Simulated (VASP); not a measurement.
Set up this calculation in VASP 6.6.1, as the native input.

```yaml
Task: single point
Functional: PBE
Potentials_or_basis: VASP PAW PBE potentials, release 64 (Bi_d, Te)
Cutoff: 520 eV
k_mesh: 7 × 7 × 7
Occupations: fermi-dirac, width 0.05 eV
Spin: no spin polarisation
Dipole_correction: no
Further_INCAR_settings: ALGO = Normal; EDIFF = 1e-06; NBANDS = 32
```

The structure of Bi2Te3 lies in POSCAR:

```
Bi2Te3
1.0
    2.2218585726      1.2827906449     10.2994407795
   -2.2218585726      1.2827906449     10.2994407795
    0.0000000000     -2.5655812900     10.2994407795
Bi Te
2 3
Direct
    0.6000000000      0.6000000000      0.6000000000
    0.4000000000      0.4000000000      0.4000000000
    0.7905000000      0.7905000000      0.7905000000
    0.2095000000      0.2095000000      0.2095000000
    0.0000000000      0.0000000000      0.0000000000
```

The input as run:

INCAR

```
SYSTEM = Bi2Te3
ALGO     = Normal         ! electronic algorithm
EDIFF    = 1E-6           ! SCF threshold, eV
ENCUT    = 520            ! plane-wave cutoff, eV
GGA      = PE             ! functional
ISIF     = 2              ! what is computed and relaxed
ISMEAR   = -1             ! smearing method
LASPH    = .TRUE.         ! aspherical terms in the spheres
LCHARG   = .TRUE.         ! write CHGCAR
LELF     = .TRUE.         ! ELF
LREAL    = .FALSE.        ! projectors in reciprocal space
LVHAR    = .TRUE.       
LWAVE    = .FALSE.        ! write WAVECAR
NBANDS   = 32             ! bands
NELM     = 60             ! most SCF steps
PREC     = Accurate       ! precision mode
SIGMA    = 0.05           ! smearing width, eV
```

KPOINTS

```
k-points
0
G
  7 7 7
  0 0 0
```

Potentials or basis: VASP PAW PBE potentials, release 64 (Bi_d, Te).

Command:

```sh
$ cat potpaw_PBE.64/Bi_d/POTCAR potpaw_PBE.64/Te/POTCAR > POTCAR
$ mpirun -np 1 vasp_std > vasp.out
```

It gave:

```
Pressure               : -0.1 GPa
Largest force          : 0.263 eV/Å
Band gap on the k mesh : 0.30 eV
```

Caveat: spin-orbit coupling is left out, which moves the levels of the heavy elements; an odd mesh through Γ misses points on the zone boundary, where band edges can lie.

Wall time 12 min on 1 thread of Intel(R) Xeon(R) 6975P-C (Granite Rapids), on a shared host, peak memory 0.99 GiB.
